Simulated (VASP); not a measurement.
Wanted: the native input for a VASP 6.6.1 run.

| Property | Result |
| --- | --- |
| Task | single point |
| Functional | PBEsol |
| Potentials or basis | VASP PAW PBE potentials, release 64 (Rb_sv) |
| Cutoff | 520 eV |
| k mesh | 8 × 8 × 8 |
| Occupations | fermi-dirac, width 0.05 eV |
| Spin | no spin polarisation |
| Dipole correction | no |
| Further INCAR settings | ALGO = Normal; EDIFF = 1e-07; NBANDS = 16 |

The structure of Rb lies in POSCAR:

```
Rb
1.0
    0.0000000000      5.0674443306      5.0674443306
    5.0674443306      0.0000000000      5.0674443306
    5.0674443306      5.0674443306      0.0000000000
Rb
2
Direct
   -0.1250000000     -0.1250000000     -0.1250000000
    0.1250000000      0.1250000000      0.1250000000
```

One way to write it, as run:

INCAR

```
SYSTEM = Rb
ALGO = Normal
EDIFF = 1E-7
ENCUT = 520
GGA = PS
ISIF = 2
ISMEAR = -1
LASPH = .True.
LCHARG = .False.
LREAL = .False.
LWAVE = .False.
NBANDS = 16
NELM = 60
PREC = Accurate
SIGMA = 0.05
```

KPOINTS

```
k-points
0
Gamma
  8 8 8
  0 0 0
```

Potentials or basis: VASP PAW PBE potentials, release 64 (Rb_sv).

The run is started by

```console
$ cat potpaw_PBE.64/Rb_sv/POTCAR > POTCAR
$ mpirun -np 1 vasp_std > vasp.out
```

It gave:

The pressure is 0.0 GPa and the band gap on the k mesh is zero (band 9 reaches -0.46 eV, above the bottom of band 10 at -0.68 eV).

Caveat: the PAW data sets were made with another functional, which shifts forces and pressure a little.

Wall time 2.9 min on 1 thread of Oxide Virtual Turin-like Processor (shared host), peak memory 0.39 GiB.
